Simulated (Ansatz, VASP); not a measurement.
# Be2Si: VASP beside Ansatz

```xyz
3
Lattice="0.0000 2.6400 2.6400 2.6400 0.0000 2.6400 2.6400 2.6400 0.0000" Properties=species:S:1:pos:R:3 pbc="T T T"
Si    0.0000    0.0000    0.0000
Be    1.3200    1.3200    1.3200
Be    3.9600    3.9600    3.9600
```

Alike in both runs: functional PBEsol; k mesh 5 × 5 × 5; occupations fermi-dirac, width 0.05 eV; no spin polarisation.

|  | VASP | Ansatz |
| --- | --- | --- |
| version | VASP 6.6.1 | Ansatz 0.2.0 |
| potentials or method | VASP PAW PBE potentials, release 64 (Si, Be) | Ansatz PAW |
| plane-wave cutoff (eV) | 520 | 420 |
| valence electrons in the cell | 8 | 8 |
| task | single point | projected density of states |

```csv
,VASP,Ansatz,Ansatz less VASP
gap on the k mesh at the Fermi level (eV),none,none,-
pressure (GPa),-1.0,-1.2,-0.23
```

VASP's potentials were made for PBE, not for PBEsol. A gap of «none» marks a metal or a gap that the smearing closes.

The k mesh is coarse, so the values compare programs but aren't converged.
